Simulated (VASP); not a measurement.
# AlN (P6_3mc) in VASP: relaxation of the atoms with LDA

Aim: the relaxation of the atoms of AlN with LDA.

Program: VASP 6.6.1. These are calculated values, not measurements. Logs are shortened: lines on timing, memory, paths and dates and some standing lists are left out, and cuts for length are marked.

## Step 1: The cell of the first run

Symmetry: P6_3mc, No. 186, hexagonal system. The conventional cell has a = 3.104 Å, b = 3.104 Å, c = 4.943 Å, α = 90.00°, β = 90.00°, γ = 120.00°. Within 2.5 Å of Al (site symmetry 3m) lie 4 N at 1.88 to 1.89 Å. N (site symmetry 3m) has 4 Al at 1.88 to 1.89 Å within 2.5 Å.

## Step 2: Relaxation of the atoms, LDA

Input file INCAR:

```
  PREC = Accurate
  ENCUT = 520
  EDIFF = 1E-6
  ISMEAR = 0
  SIGMA = 0.01
  LREAL = F
  LASPH = T
  NELM = 80
  ALGO = Normal
  ISIF = 2
  LWAVE = F
  LCHARG = F
  GGA = CA
  IBRION = 2
  NSW = 80
  EDIFFG = -0.004
```

Input file KPOINTS:

```
regular mesh
0
Gamma
  8 8 5
```

Input file POSCAR:

```
AlN
1.0
    3.1042267375      0.0000000000      0.0000000000
   -1.5521133687      2.6883392138      0.0000000000
    0.0000000000      0.0000000000      4.9433073469
Al N
2 2
Direct
    0.3333333333      0.6666666667      0.0000034427
    0.6666666667      0.3333333333      0.5000034427
    0.3333333333      0.6666666667      0.3819965573
    0.6666666667      0.3333333333      0.8819965573
```

Potentials or basis: VASP PAW LDA potentials, release 64 (Al, N).

Started as:

```sh
> cat potpaw_LDA.64/Al/POTCAR potpaw_LDA.64/N/POTCAR > POTCAR
> mpirun -np 1 vasp_std > vasp.out
```

OUTCAR:

```text
PREC = Accurate
   ENCUT = 520
   EDIFF = 1E-6
   ISMEAR = 0
   LREAL = F
   LASPH = T
   NELM = 80
   ISIF = 2
   GGA = CA
   IBRION = 2
   NSW = 80
   EDIFFG = -0.004

 ion  position               nearest neighbor table
   1  0.333  0.667  0.000-   4 1.88   4 1.88   4 1.88   3 1.89   2 3.05   2 3.05   2 3.05   2 3.05
                             2 3.05   2 3.05
   2  0.667  0.333  0.500-   3 1.88   3 1.88   3 1.88   4 1.89   1 3.05   1 3.05   1 3.05   1 3.05
                             1 3.05   1 3.05
   3  0.333  0.667  0.382-   2 1.88   2 1.88   2 1.88   1 1.89
   4  0.667  0.333  0.882-   1 1.88   1 1.88   1 1.88   2 1.89

  LATTYP: Found a hexagonal cell.
 ALAT       =     3.1042267375
 C/A-ratio  =     1.5924440335

  Lattice vectors:

 A1 = (   3.1042267375,   0.0000000000,   0.0000000000)
 A2 = (  -1.5521133687,   2.6883392138,   0.0000000000)
 A3 = (   0.0000000000,   0.0000000000,   4.9433073469)

Analysis of symmetry for initial positions (statically):
=====================================================================
 Subroutine PRICEL returns:
 Original cell was already a primitive cell.

 Routine SETGRP: Setting up the symmetry group for a
 hexagonal supercell.

 Subroutine GETGRP returns: Found 12 space group operations
 (whereof  6 operations were pure point group operations)
 out of a pool of 24 trial point group operations.

The static configuration has the point symmetry C_3v.
 The point group associated with its full space group is C_6v.

Analysis of symmetry for dynamics (positions and initial velocities):
=====================================================================
 Subroutine PRICEL returns:
 Original cell was already a primitive cell.

 Routine SETGRP: Setting up the symmetry group for a
 hexagonal supercell.

 Subroutine GETGRP returns: Found 12 space group operations
 (whereof  6 operations were pure point group operations)
 out of a pool of 24 trial point group operations.

The dynamic configuration has the point symmetry C_3v.
 The point group associated with its full space group is C_6v.

 Subroutine INISYM returns: Found 12 space group operations
 (whereof  6 operations are pure point group operations),
 and found     1 'primitive' translations

----------------------------------------------------------------------------------------

                                     Primitive cell

  volume of cell :      41.2530

  direct lattice vectors                    reciprocal lattice vectors
     3.104226737  0.000000000  0.000000000     0.322141417  0.185988434  0.000000000
    -1.552113369  2.688339214  0.000000000     0.000000000  0.371976868  0.000000000
     0.000000000  0.000000000  4.943307347     0.000000000  0.000000000  0.202293713

  length of vectors
     3.104226737  3.104226737  4.943307347     0.371976868  0.371976868  0.202293713

  position of ions in fractional coordinates (direct lattice)
     0.333333333  0.666666667  0.000003443
     0.666666667  0.333333333  0.500003443
     0.333333333  0.666666667  0.381996557
     0.666666667  0.333333333  0.881996557

  ion indices of the primitive-cell ions
   primitive index   ion index
                 1           1
                 2           2
                 3           3
                 4           4

----------------------------------------------------------------------------------------

 KPOINTS: regular mesh

Automatic generation of k-mesh.
 Grid dimensions read from file:
 generate k-points for:    8    8    5

 Generating k-lattice:

  Cartesian coordinates                     Fractional coordinates (reciprocal lattice)
     0.040267677  0.023248554  0.000000000     0.125000000  0.000000000  0.000000000
     0.000000000  0.046497108  0.000000000     0.000000000  0.125000000  0.000000000
     0.000000000  0.000000000  0.040458743     0.000000000  0.000000000  0.200000000

  Length of vectors
     0.046497108  0.046497108  0.040458743

  Shift w.r.t. Gamma in fractional coordinates (k-lattice)
     0.000000000  0.000000000  0.000000000

 Subroutine IBZKPT returns following result:
 ===========================================

 Found     30 irreducible k-points:

 Following reciprocal coordinates:
            Coordinates               Weight
  0.000000  0.000000  0.000000      1.000000
  0.125000 -0.000000  0.000000      6.000000
  0.250000 -0.000000  0.000000      6.000000
  0.375000 -0.000000  0.000000      6.000000
  0.500000 -0.000000  0.000000      3.000000
  0.125000  0.125000  0.000000      6.000000
[... 16 lines left out ...]
  0.250000 -0.000000  0.400000     12.000000
  0.375000 -0.000000  0.400000     12.000000
 [... further k-points ...]
   k-points           NKPTS =     30   k-points in BZ     NKDIM =     30   number of bands    NBANDS=     12
   number of dos      NEDOS =    301   number of ions     NIONS =      4
   total plane-waves  NPLWV =  23040
   dimension x,y,z NGX =    24 NGY =   24 NGZ =   40
   dimension x,y,z NGXF=    48 NGYF=   48 NGZF=   80
   ions per type =               2   2
   NGX,Y,Z   is equivalent  to a cutoff of  12.85, 12.85, 13.45 a.u.
   NGXF,Y,Z  is equivalent  to a cutoff of  25.71, 25.71, 26.90 a.u.
 SYSTEM =  unknown system
   PREC   = accura    normal or accurate (medium, high low for compatibility)
   ISTART =      0    job   : 0-new  1-cont  2-samecut
   ICHARG =      2    charge: 1-file 2-atom 10-const
   ISPIN  =      1    spin polarized calculation?
   LNONCOLLINEAR =      F non collinear calculations
   LSORBIT =      F    spin-orbit coupling
   LASPH  =      T    aspherical Exc in radial PAW
   ENCUT  =  520.0 eV  38.22 Ry    6.18 a.u.   5.77  5.77  9.19*2*pi/ulx,y,z
   NELM   =     80;   NELMIN=  2; NELMDL= -5     # of ELM steps
   EDIFF  = 0.1E-05   stopping-criterion for ELM
   LREAL  =      F    real-space projection
   EDIFFG = -.4E-02   stopping-criterion for IOM
   NSW    =     80    number of steps for IOM
   IBRION =      2    ionic relax: 0-MD 1-quasi-New 2-CG
   NFREE  =      1    steps in history (QN), initial steepest desc. (CG)
   ISIF   =      2    stress and relaxation
   ISYM   =      2    0-nonsym 1-usesym 2-fastsym
   POTIM  = 0.5000    time-step for ionic-motion
   TEBEG  =    0.0;   TEEND  =   0.0 temperature during run
   PSTRESS=    0.0 pullay stress
   NELECT =      16.0000    total number of electrons
   NUPDOWN=      -1.0000    fix difference up-down
   EMIN   =  10.00;   EMAX   =-10.00  energy-range for DOS
   EFERMI =   0.00;   METHOD = LEGACY
   ISMEAR =     0;   SIGMA  =   0.01  broadening in eV -4-tet -1-fermi 0-gaus
   EFERMI_NEDOS =   21; number of points for ismear=-14 and -15
   IALGO  =     38    algorithm
   IMIX   =      4    mixing-type and parameters
     AMIX     =   0.40;   BMIX     =  1.00
     AMIX_MAG =   1.60;   BMIX_MAG =  1.00
  volume/ion in A,a.u.               =      10.31        69.60
  Fermi-wavevector in a.u.,A,eV,Ry     =   1.193887  2.256119 19.393275  1.425365
  Thomas-Fermi vector in A             =   2.329890
   LORBIT       =      0    0 simple, 1 ext, 2 COOP (PROOUT), +10 PAW based schemes
   GGA     = CA    functional components
   LHFCALC =     F    Hartree Fock is set to
   AEXX    =    0.0000 exact exchange contribution
   IVDW    =     0    specifies the selected vdW correction
   LEPSILON=     F    determine dielectric tensor
   LRPA    =     F    only Hartree local field effects (RPA)
 conjugate gradient relaxation of ions
 non-spin polarized calculation
 Gauss-broadening in eV      SIGMA  =   0.01
  energy-cutoff  :      520.00
  volume of cell :       41.25
 maximum number of plane-waves:      1120
 NGX is ok and might be reduce to    24
   NGX = 11   NGY = 11   NGZ = 19

--------------------------------------- Ionic step        1  -------------------------------------------

 number of electron      15.9999998 magnetization

 Free energy of the ion-electron system (eV)
  ---------------------------------------------------
  ext. energy  EPLUGINS =         0.00000000
  ---------------------------------------------------
  free energy    TOTEN  =       -32.83914044 eV

  energy without entropy =      -32.83914044  energy(sigma->0) =      -32.83914044

------------------------ aborting loop because EDIFF is reached ----------------------------------------

  FORCE on cell =-STRESS in cart. coord.  units (eV):
  Direction    XX          YY          ZZ          XY          YZ          ZX
  --------------------------------------------------------------------------------------
  -------------------------------------------------------------------------------------
  Total       -0.5849579     -0.5849579     -0.0256381     -0.0000000      0.0000000      0.0000000
  in kB      -22.7185212    -22.7185212     -0.9957297     -0.0000000      0.0000000      0.0000000
  external PRESSURE =     -15.4775907 kB  Pullay stress =       0.0000000 kB
[... 61 lines left out ...]
  energy  without entropy=      -32.8393800514  energy(sigma->0) =      -32.83938005

--------------------------------------- Ionic step        3  -------------------------------------------

 number of electron      15.9999999 magnetization

 Free energy of the ion-electron system (eV)
  ---------------------------------------------------
  ext. energy  EPLUGINS =         0.00000000
  ---------------------------------------------------
  free energy    TOTEN  =       -32.83939248 eV

  energy without entropy =      -32.83939248  energy(sigma->0) =      -32.83939248

 E-fermi :   6.1611     XC(G=0): -11.2993

 val. band max:        6.0480578884   @ k =   0.0000   0.0000   0.0000
 cond. band min:      10.3554563642   @ k =   0.0000   0.0000   0.0000
 fundamental gap:      4.3073984758
 Fermi energy:         6.1610650237

 k-point     1 :       0.0000    0.0000    0.0000
  band No.  band energies     occupation
      1      -9.0952      2.00000
      2      -6.8114      2.00000
      3      -0.0725      2.00000
      4       5.1057      2.00000
      5       5.1057      2.00000
      6       5.7794      2.00000
      7       5.7794      2.00000
      8       6.0481      2.00000
      9      10.3555      0.00000
     10      12.6134      0.00000
     11      16.6266      0.00000
     12      16.9931      0.00000
[... 331 lines left out ...]
 k-point    24 :       0.3750   -0.0000    0.4000
  band No.  band energies     occupation
      1      -7.1210      2.00000
      2      -6.7188      2.00000
      3       0.6747      2.00000
      4       1.0927      2.00000
      5       3.9681      2.00000
      6       4.4164      2.00000
      7       4.8389      2.00000
      8       4.9182      2.00000
      9      11.3425      0.00000
     10      11.9584      0.00000
     11      15.0714      0.00000
     12      15.7837      0.00000

 [... further k-points ...]

------------------------ aborting loop because EDIFF is reached ----------------------------------------

  FORCE on cell =-STRESS in cart. coord.  units (eV):
  Direction    XX          YY          ZZ          XY          YZ          ZX
  --------------------------------------------------------------------------------------
  -------------------------------------------------------------------------------------
  Total       -0.5263220     -0.5263220     -0.1319426     -0.0000000     -0.0000000      0.0000000
  in kB      -20.4412281    -20.4412281     -5.1243687     -0.0000000     -0.0000000      0.0000000
  external PRESSURE =     -15.3356083 kB  Pullay stress =       0.0000000 kB
[... 19 lines left out ...]
  FREE ENERGIE OF THE ION-ELECTRON SYSTEM (eV)
  ---------------------------------------------------
  free  energy   TOTEN  =       -32.8393924766 eV

  energy  without entropy=      -32.8393924766  energy(sigma->0) =      -32.83939248

 reached required accuracy - stopping structural energy minimisation
```

Run time: 29 s. Hardware: 1 thread of Intel Xeon 8259CL, shared host; peak memory 0.14 GiB.

What came out:

```yaml
Free_energy: -32.8394 eV
Energy_gained_by_relaxing: 0.1 meV/atom
Ionic_steps: 3
Pressure_after_relaxing: -1.5 GPa
Band_gap_on_the_k_mesh: 4.31 eV
```

The path:
```
step  energy change (eV)  largest force (eV/Å)  pressure (GPa)
   1              0.0000                0.0577           -1.55
   2             -0.0002                0.0152           -1.54
   3             -0.0003                0.0006           -1.53
```

Final structure:
```yaml
crystal:
  lattice:
    - [3.10423, 0.00000, 0.00000]
    - [-1.55211, 2.68834, 0.00000]
    - [0.00000, 0.00000, 4.94331]
  atoms:
    - { symbol: Al, position: [0.33333, 0.66667, 0.99956] }
    - { symbol: Al, position: [0.66667, 0.33333, 0.49956] }
    - { symbol: N, position: [0.33333, 0.66667, 0.38244] }
    - { symbol: N, position: [0.66667, 0.33333, 0.88244] }
```
